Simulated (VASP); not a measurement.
InGa2N3, 12 atoms in the cell. It takes space group Cmc2_1 (No. 36, orthorhombic). The conventional cell has a = 9.906 Å, b = 5.714 Å, c = 5.335 Å, α = 90.00°, β = 90.00°, γ = 90.00°. In (site symmetry m) has 4 N at 2.15 to 2.16 Å within 2.8 Å. Ga (site symmetry 1) has 4 N at 1.95 to 1.96 Å within 2.6 Å. N (site symmetry 1) has 3 Ga at 1.95 to 1.96 Å and 1 In at 2.15 Å within 2.6 Å. Within 2.6 Å of N (site symmetry m) lie 2 Ga at 1.95 Å and 2 In at 2.16 Å. 

| Quantity | Value |
| --- | --- |
| Program | VASP 6.6.1 |
| Task | single point |
| Functional | PBEsol |
| Potentials or basis | VASP PAW PBE potentials, release 64 (In_d, Ga_d, N) |
| Cutoff | 520 eV |
| k mesh | 6 × 6 × 4 |
| Occupations | fermi-dirac, width 0.03 eV |
| Spin | no spin polarisation |
| Dipole correction | no |
| Further INCAR settings | ALGO = Normal; EDIFF = 1e-06; NBANDS = 66 |

Potentials or basis: VASP PAW PBE potentials, release 64 (In_d, Ga_d, N).

Run with:

```console
$ cat potpaw_PBE.64/In_d/POTCAR potpaw_PBE.64/Ga_d/POTCAR potpaw_PBE.64/N/POTCAR > POTCAR
$ mpirun -np 1 vasp_std > vasp.out
```

Hardware: 1 thread of Intel(R) Xeon(R) Platinum 8259CL CPU @ 2.50GHz (Skylake/Cascade Lake), on a shared host.

How long does it take, and how much memory?

Wall time 8.1 min on 1 thread of Intel(R) Xeon(R) Platinum 8259CL CPU @ 2.50GHz (Skylake/Cascade Lake), with other jobs on the host, peak memory 0.49 GiB. Counts: scf iterations 16, k points 39.
